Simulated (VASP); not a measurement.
# Ca9Mg7O16 (P1) in VASP: single point with r2SCAN

Aim: the single point of Ca9Mg7O16 with r2SCAN.

All numbers are computed with VASP 6.6.1; they aren't measurements. Logs are shortened: lines on timing, memory, paths and dates and some standing lists are left out, and cuts for length are marked.

## 1. The cell of the first run

The typed cell holds 64 atoms: a = 9.131 Å, b = 9.131 Å, c = 9.131 Å, α = 90.00°, β = 90.00°, γ = 90.00°.

## 2. Single point, r2SCAN

Input file POSCAR:

```
Ca9Mg7O16
1.0
    9.1311300000      0.0000000000      0.0000000000
    0.0000000000      9.1311300000      0.0000000000
    0.0000000000      0.0000000000      9.1311300000
O Ca Mg
32 18 14
Direct
    0.2615140000      0.9975500000      0.0106570000
    0.2430670000      0.9880170000      0.4876060000
    0.2630990000      0.5004860000      0.0056500000
    0.2510070000      0.5140850000      0.4849690000
    0.7340900000      0.9997890000      0.0008260000
    0.7593710000      0.9964230000      0.4973010000
    0.7325310000      0.5004120000      0.9998170000
    0.7508340000      0.5067860000      0.4988360000
    0.9753980000      0.2488460000      0.9995530000
    0.9902060000      0.2394660000      0.4988150000
    0.9687580000      0.7510410000      0.0008140000
    0.0027870000      0.7607700000      0.4962640000
    0.5041450000      0.2487000000      0.0011990000
    0.5089550000      0.2487140000      0.4986900000
    0.5054030000      0.7506130000      0.0107710000
    0.4924050000      0.7513370000      0.4864270000
    0.0149250000      0.9989170000      0.2557800000
    0.0038920000      0.9995310000      0.7409480000
    0.0157100000      0.5016740000      0.2479000000
    0.0170750000      0.5000490000      0.7505680000
    0.4879390000      0.9901400000      0.2395210000
    0.4971030000      0.9983310000      0.7597140000
    0.4879070000      0.5103740000      0.2377280000
    0.4857840000      0.5011530000      0.7627040000
    0.2518490000      0.2521900000      0.2350140000
    0.2504420000      0.2604790000      0.7671860000
    0.2602010000      0.7496560000      0.2396110000
    0.2508600000      0.7389240000      0.7784900000
    0.7482190000      0.2501410000      0.2529980000
    0.7488390000      0.2511950000      0.7447470000
    0.7365430000      0.7503010000      0.2540300000
    0.7467450000      0.7486470000      0.7347430000
    0.0008650000      0.9994230000      0.0010570000
    0.0017780000      0.5007660000      0.0001380000
    0.0036270000      0.5041220000      0.4991850000
    0.4995840000      0.9959800000      0.4946190000
    0.4974020000      0.5044840000      0.4971660000
    0.2470050000      0.2513400000      0.4959690000
    0.2507190000      0.9950030000      0.7542270000
    0.7481990000      0.9987410000      0.2491330000
    0.7502430000      0.9985400000      0.7493620000
    0.7453850000      0.5015310000      0.2485530000
    0.7474410000      0.5009980000      0.7510130000
    0.0015650000      0.2487710000      0.2472800000
    0.9997280000      0.2498870000      0.7510710000
    0.0022620000      0.7514720000      0.2474420000
    0.0021360000      0.7496440000      0.7491610000
    0.4992130000      0.2502310000      0.2461440000
    0.5003480000      0.2512700000      0.7537530000
    0.4977730000      0.7482990000      0.7516800000
    0.0023490000      0.9954690000      0.4957220000
    0.5001690000      0.9969460000      0.0047830000
    0.4993130000      0.5037440000      0.0037130000
    0.2698400000      0.2539050000      0.0033220000
    0.2756120000      0.7484040000      0.0072560000
    0.2524430000      0.7499530000      0.4744730000
    0.7430650000      0.2491390000      0.0001590000
    0.7537970000      0.2439980000      0.4995630000
    0.7395150000      0.7508140000      0.0092690000
    0.7521390000      0.7526920000      0.4972470000
    0.2535900000      0.9942940000      0.2428540000
    0.2553570000      0.5054550000      0.2412210000
    0.2533890000      0.5043590000      0.7707470000
    0.4982260000      0.7501520000      0.2461040000
```

Input file INCAR.step1:

```
SYSTEM = Ca9Mg7O16
ALGO = Normal ; EDIFF = 1E-4
ENCUT = 520 ; GGA = PE
ISMEAR = -1 ; LASPH = .True.
LCHARG = .False. ; LREAL = Auto
LWAVE = .True. ; NBANDS = 238
NELM = 80 ; PREC = Accurate
SIGMA = 0.05
```

Input file INCAR.step2:

```
SYSTEM = Ca9Mg7O16
ALGO = Normal ; EDIFF = 1E-7
ENCUT = 520 ; ISIF = 2
ISMEAR = -1 ; ISTART = 1
LASPH = .True. ; LCHARG = .False.
LMIXTAU = .True. ; LREAL = Auto
LWAVE = .False. ; METAGGA = R2SCAN
NBANDS = 238 ; NELM = 80
PREC = Accurate ; SIGMA = 0.05
```

Input file KPOINTS:

```
k-points
0
Gamma
  1 1 1
  0 0 0
```

Potentials or basis: VASP PAW PBE potentials, release 64 (O, Ca_sv, Mg).

Started as:

```
$ cat potpaw_PBE.64/O/POTCAR potpaw_PBE.64/Ca_sv/POTCAR potpaw_PBE.64/Mg/POTCAR > POTCAR
$ cp INCAR.step1 INCAR
$ mpirun -np 1 vasp_gam > vasp.out
$ cp INCAR.step2 INCAR
$ mpirun -np 1 vasp_gam > vasp.out
```

OUTCAR:

```text
SYSTEM = Ca9Mg7O16
   EDIFF = 1E-7
   ENCUT = 520
   ISIF = 2
   ISMEAR = -1
   ISTART = 1
   LASPH = .True.
   LREAL = Auto
   METAGGA = R2SCAN
   NELM = 80
   PREC = Accurate

 ion  position               nearest neighbor table
   1  0.262  0.998  0.011-  61 2.12  52 2.18  55 2.28  54 2.34  39 2.34  33 2.38
   2  0.243  0.988  0.488-  56 2.18  51 2.20  61 2.24  36 2.34  38 2.41  39 2.44
   3  0.263  0.500  0.006-  63 2.15  62 2.15  53 2.16  54 2.25  55 2.27  34 2.39
   4  0.251  0.514  0.485-  56 2.16  62 2.23  37 2.25  35 2.26  38 2.40  63 2.61
   5  0.734  1.000  0.001-  52 2.14  40 2.27  59 2.28  57 2.28  41 2.30  33 2.44
   6  0.759  0.996  0.497-  51 2.22  60 2.23  58 2.26  40 2.27  41 2.30  36 2.37
[... 24 lines left out ...]
  31  0.737  0.750  0.254-  64 2.18  60 2.23  59 2.24  40 2.27  42 2.27  46 2.43
  32  0.747  0.749  0.735-  60 2.17  43 2.27  50 2.28  41 2.29  47 2.34  59 2.51
  33  0.001  0.999  0.001-  11 2.29   9 2.29  17 2.33  18 2.38   1 2.38   5 2.44  61 3.19  57 3.28
                            59 3.29  54 3.38  55 3.40
  34  0.002  0.501  0.000-  19 2.27  20 2.28  11 2.31   9 2.31   3 2.39   7 2.46  63 3.11  62 3.20
                            57 3.30  59 3.31  54 3.33  55 3.37
  35  0.004  0.504  0.499-   4 2.26  19 2.30  20 2.30   8 2.31  12 2.34  10 2.42  56 3.20  60 3.23
                            62 3.29  58 3.29  63 3.37
  36  0.500  0.996  0.495-  16 2.24  14 2.31  21 2.33   2 2.34   6 2.37  22 2.42  56 3.19  64 3.19
                            60 3.20  61 3.21  58 3.24
  37  0.497  0.504  0.497-   4 2.25  16 2.26   8 2.31  14 2.34  23 2.37  24 2.43  56 3.17  64 3.21
                            62 3.22  60 3.25  58 3.34  63 3.35
  38  0.247  0.251  0.496-  10 2.35  25 2.38  14 2.39   4 2.40   2 2.41  26 2.48  51 3.23  62 3.29
                            61 3.29  63 3.41
  39  0.251  0.995  0.754-  22 2.25  18 2.26   1 2.34  28 2.35  26 2.43   2 2.44  52 3.23  55 3.23
                            51 3.27  54 3.29  56 3.40
  40  0.748  0.999  0.249-   6 2.27   5 2.27  31 2.27  29 2.30  21 2.38  17 2.44  59 3.15  52 3.18
                            60 3.19  58 3.20  64 3.22  57 3.22  51 3.23
  41  0.750  0.999  0.749-  32 2.29   5 2.30   6 2.30  30 2.31  22 2.31  18 2.32  58 3.20  60 3.22
                            57 3.24  52 3.26  51 3.27  59 3.28
  42  0.745  0.502  0.249-  31 2.27   7 2.27   8 2.29  29 2.30  23 2.35  19 2.47  59 3.16  53 3.17
                            64 3.20  60 3.23  57 3.23  58 3.28
  43  0.747  0.501  0.751-  32 2.27   7 2.28  30 2.28   8 2.30  24 2.39  20 2.46  53 3.23  57 3.24
                            60 3.26  59 3.28  58 3.28
  44  0.002  0.249  0.247-   9 2.27  17 2.29  25 2.29  10 2.30  19 2.31  29 2.31  58 3.23  51 3.24
                            57 3.27  61 3.27  62 3.30  54 3.31
  45  1.000  0.250  0.751-   9 2.28  18 2.29  20 2.29  30 2.29  26 2.30  10 2.31  58 3.21  57 3.27
                            63 3.29  51 3.29  54 3.37
  46  0.002  0.751  0.247-  17 2.26  11 2.27  12 2.27  19 2.28  27 2.36  31 2.43  56 3.08  51 3.18
                            61 3.19  62 3.22  60 3.23  59 3.24  55 3.32
  47  0.002  0.750  0.749-  18 2.28  20 2.28  28 2.29  12 2.31  11 2.32  32 2.34  63 3.21  51 3.22
[... 21 lines left out ...]
  58  0.754  0.244  0.500-  10 2.16  14 2.24  30 2.24  29 2.25   6 2.26   8 2.40  41 3.20  40 3.20
                            51 3.21  45 3.21  44 3.23  36 3.24  49 3.28  48 3.28  43 3.28  42 3.28
  59  0.740  0.751  0.009-  11 2.09  15 2.14  31 2.24   5 2.28   7 2.29  32 2.51  64 3.09  52 3.14
                            53 3.15  40 3.15  42 3.16  50 3.23  46 3.24  41 3.28  43 3.28  33 3.29
  60  0.752  0.753  0.497-  32 2.17  31 2.23   6 2.23   8 2.25  12 2.29  16 2.37  51 3.18  40 3.19
                            36 3.20  41 3.22  46 3.23  42 3.23  35 3.23  47 3.24  37 3.25  64 3.26
  61  0.254  0.994  0.243-   1 2.12  21 2.14  17 2.18  27 2.23   2 2.24  25 2.36  56 3.07  55 3.12
                            52 3.13  64 3.16  46 3.19  33 3.19  36 3.21  54 3.23  48 3.24  51 3.25
  62  0.255  0.505  0.241-  23 2.12   3 2.15  19 2.19   4 2.23  27 2.23  25 2.31  55 3.09  56 3.09
                            53 3.11  64 3.15  54 3.16  34 3.20  37 3.22  46 3.22  48 3.22  38 3.29
  63  0.253  0.504  0.771-  24 2.12  28 2.14   3 2.15  20 2.17  26 2.23   4 2.61  53 3.09  34 3.11
                            55 3.11  54 3.12  50 3.16  47 3.21  49 3.23  45 3.29  37 3.35  35 3.37
  64  0.498  0.750  0.246-  15 2.15  27 2.17  31 2.18  23 2.19  21 2.19  16 2.20  55 2.98  56 3.06
                            59 3.09  62 3.15  52 3.15  61 3.16  53 3.16  36 3.19  42 3.20  37 3.21

  LATTYP: Found a simple cubic cell.
 ALAT       =     9.1311300000

  Lattice vectors:

 A1 = (   9.1311300000,   0.0000000000,   0.0000000000)
 A2 = (   0.0000000000,   9.1311300000,   0.0000000000)
 A3 = (   0.0000000000,   0.0000000000,   9.1311300000)

Analysis of symmetry for initial positions (statically):
=====================================================================
[... 207 lines left out ...]
   number of dos      NEDOS =    301   number of ions     NIONS =     64
   total plane-waves  NPLWV = 343000
   dimension x,y,z NGX =    70 NGY =   70 NGZ =   70
   dimension x,y,z NGXF=   140 NGYF=  140 NGZF=  140
   ions per type =              32  18  14
   NGX,Y,Z   is equivalent  to a cutoff of  12.74, 12.74, 12.74 a.u.
   NGXF,Y,Z  is equivalent  to a cutoff of  25.49, 25.49, 25.49 a.u.
 SYSTEM =  Ca9Mg7O16
   PREC   = accura    normal or accurate (medium, high low for compatibility)
   ISTART =      1    job   : 0-new  1-cont  2-samecut
   ICHARG =      0    charge: 1-file 2-atom 10-const
   ISPIN  =      1    spin polarized calculation?
   LNONCOLLINEAR =      F non collinear calculations
   LSORBIT =      F    spin-orbit coupling
   LASPH  =      T    aspherical Exc in radial PAW
   ENCUT  =  520.0 eV  38.22 Ry    6.18 a.u.  16.98 16.98 16.98*2*pi/ulx,y,z
   NELM   =     80;   NELMIN=  2; NELMDL=  0     # of ELM steps
   EDIFF  = 0.1E-06   stopping-criterion for ELM
   LREAL  =      T    real-space projection
   EDIFFG = 0.1E-05   stopping-criterion for IOM
   NSW    =      0    number of steps for IOM
   IBRION =     -1    ionic relax: 0-MD 1-quasi-New 2-CG
   NFREE  =      0    steps in history (QN), initial steepest desc. (CG)
   ISIF   =      2    stress and relaxation
   ISYM   =      2    0-nonsym 1-usesym 2-fastsym
   POTIM  = 0.5000    time-step for ionic-motion
   TEBEG  =    0.0;   TEEND  =   0.0 temperature during run
   PSTRESS=    0.0 pullay stress
   NELECT =     400.0000    total number of electrons
   NUPDOWN=      -1.0000    fix difference up-down
   EMIN   =  10.00;   EMAX   =-10.00  energy-range for DOS
   EFERMI =   0.00;   METHOD = LEGACY
   ISMEAR =    -1;   SIGMA  =   0.05  broadening in eV -4-tet -1-fermi 0-gaus
   EFERMI_NEDOS =   21; number of points for ismear=-14 and -15
   IALGO  =     38    algorithm
   IMIX   =      4    mixing-type and parameters
     AMIX     =   0.40;   BMIX     =  1.00
     AMIX_MAG =   1.60;   BMIX_MAG =  1.00
  volume/ion in A,a.u.               =      11.90        80.28
  Fermi-wavevector in a.u.,A,eV,Ry     =   1.321002  2.496333 23.742814  1.745048
  Thomas-Fermi vector in A             =   2.450788
   LORBIT       =      0    0 simple, 1 ext, 2 COOP (PROOUT), +10 PAW based schemes
   METAGGA = R2SCAN    functional components
   LHFCALC =     F    Hartree Fock is set to
   AEXX    =    0.0000 exact exchange contribution
   IVDW    =     0    specifies the selected vdW correction
   LEPSILON=     F    determine dielectric tensor
   LRPA    =     F    only Hartree local field effects (RPA)
 non-spin polarized calculation
  energy-cutoff  :      520.00
  volume of cell :      761.33
 maximum number of plane-waves:     10189
 NGX is ok and might be reduce to    70
   NGX = 33   NGY = 33   NGZ = 33

 number of electron     400.0000013 magnetization

 Free energy of the ion-electron system (eV)
  ---------------------------------------------------
  ext. energy  EPLUGINS =         0.00000000
  ---------------------------------------------------
  free energy    TOTEN  =      -566.57446444 eV

  energy without entropy =     -566.57446444  energy(sigma->0) =     -566.57446444

 E-fermi :   3.6098     XC(G=0): -11.2572

 val. band max:        2.3572470165   @ k =   0.0000   0.0000   0.0000
 cond. band min:       7.0289023266   @ k =   0.0000   0.0000   0.0000
 fundamental gap:      4.6716553101
 Fermi energy:         3.6098297057

 k-point     1 :       0.0000    0.0000    0.0000
  band No.  band energies     occupation
      1     -37.1201      2.00000
      2     -36.4850      2.00000
      3     -36.4290      2.00000
      4     -36.4027      2.00000
      5     -36.3015      2.00000
      6     -36.2675      2.00000
[... 204 lines left out ...]
    211       9.0743      0.00000
    212       9.1790      0.00000
 [bands above 212 left out]

------------------------ aborting loop because EDIFF is reached ----------------------------------------

  FORCE on cell =-STRESS in cart. coord.  units (eV):
  Direction    XX          YY          ZZ          XY          YZ          ZX
  --------------------------------------------------------------------------------------
  -------------------------------------------------------------------------------------
  Total        9.6265764     12.4563968     12.5610524      0.1589757     -0.7077301      0.8219275
  in kB       20.2585736     26.2137673     26.4340090      0.3345551     -1.4893771      1.7296989
  external PRESSURE =      24.3021167 kB  Pullay stress =       0.0000000 kB

 VOLUME and BASIS-vectors are now :
 -----------------------------------------------------------------------------
  energy-cutoff  :      520.00
  volume of cell :      761.33
      direct lattice vectors                 reciprocal lattice vectors
     9.131130000  0.000000000  0.000000000     0.109515471  0.000000000  0.000000000
     0.000000000  9.131130000  0.000000000     0.000000000  0.109515471  0.000000000
     0.000000000  0.000000000  9.131130000     0.000000000  0.000000000  0.109515471

 POSITION                                       TOTAL-FORCE (eV/Angst)
 -----------------------------------------------------------------------------------
      2.38792      9.10876      0.09731         0.122760      0.002998      0.146155
      2.21948      9.02171      4.45239        -0.131281     -0.120585     -0.103869
      2.40239      4.57000      0.05159         0.124768     -0.008316      0.004686
      2.29198      4.69418      4.42831         0.005474      0.168693     -0.087135
      6.70307      9.12920      0.00754        -0.165373      0.000301     -0.015254
      6.93392      9.09847      4.54092         0.127070     -0.005678      0.010223
[... 56 lines left out ...]
      2.31373      4.60537      7.03779         0.002411      0.014786      0.066342
      4.54937      6.84974      2.24721        -0.014516     -0.000366     -0.022197
 -----------------------------------------------------------------------------------
    total drift:                               -0.002428      0.000608     -0.047682

  FREE ENERGIE OF THE ION-ELECTRON SYSTEM (eV)
  ---------------------------------------------------
  free  energy   TOTEN  =      -566.5744644355 eV

  energy  without entropy=     -566.5744644355  energy(sigma->0) =     -566.57446444
```

Wall time 25 min (1 thread of Intel Xeon Platinum 8488C (Sapphire Rapids), shared host); peak memory 0.83 GiB.

What came out:

```yaml
Free_energy: -566.5745 eV
Pressure: 2.4 GPa
Largest_force: 0.289 eV/Å
Band_gap_on_the_k_mesh: 4.67 eV
```

Forces in eV/Å, atoms in the order of the input:
```
O    0.123  0.003  0.146
O   -0.131 -0.121 -0.104
O    0.125 -0.008  0.005
O    0.005  0.169 -0.087
O   -0.165  0.000 -0.015
O    0.127 -0.006  0.010
O   -0.157  0.006  0.001
O   -0.007  0.050 -0.021
O   -0.252 -0.002  0.001
O   -0.222 -0.148  0.008
O   -0.289  0.014 -0.011
O   -0.051  0.170  0.019
O    0.014 -0.019 -0.014
O    0.183 -0.005  0.020
O   -0.015  0.004  0.128
O   -0.038 -0.008 -0.129
O    0.183  0.007  0.172
O    0.027  0.023 -0.187
O    0.234 -0.025  0.020
O    0.243 -0.023 -0.025
O   -0.145 -0.129 -0.143
O   -0.011  0.031  0.153
O   -0.151  0.127 -0.138
O   -0.198 -0.018  0.148
O   -0.001  0.014 -0.174
O    0.001  0.151  0.150
O    0.121  0.003 -0.002
O   -0.018 -0.171  0.142
O   -0.002  0.011  0.046
O   -0.004  0.011 -0.071
O   -0.148  0.000  0.035
O    0.009 -0.004 -0.106
Ca   0.098 -0.003 -0.015
Ca   0.039  0.000 -0.015
Ca  -0.073 -0.044  0.048
Ca   0.019  0.023  0.043
Ca   0.026 -0.055  0.069
Ca   0.006  0.007  0.024
Ca  -0.015  0.011 -0.036
Ca   0.053  0.011 -0.031
Ca   0.035 -0.002  0.061
Ca   0.062 -0.020 -0.024
Ca   0.041 -0.021  0.057
Ca   0.013  0.016  0.007
Ca   0.023 -0.005 -0.019
Ca  -0.002 -0.019 -0.010
Ca   0.013  0.003 -0.031
Ca  -0.021  0.005  0.025
Ca   0.016 -0.017 -0.060
Ca   0.038  0.022 -0.084
Mg   0.007 -0.018 -0.006
Mg   0.007 -0.013  0.024
Mg  -0.003  0.013  0.010
Mg   0.072  0.016  0.007
Mg   0.090 -0.020  0.008
Mg   0.023  0.000 -0.079
Mg   0.003 -0.003  0.005
Mg   0.028 -0.022 -0.003
Mg  -0.013  0.001  0.039
Mg   0.006  0.014  0.006
Mg   0.006 -0.025 -0.022
Mg   0.024  0.022 -0.020
Mg   0.002  0.015  0.066
Mg  -0.015  0.000 -0.022
```

Stress tensor (GPa, compression positive):
```
 2.03  0.03  0.17
 0.03  2.62 -0.15
 0.17 -0.15  2.64
```

Caveat: the k points lie up to 0.69 Å⁻¹ apart; the PAW data sets were made with another functional, which shifts forces and pressure a little. A k mesh can miss the band edges.
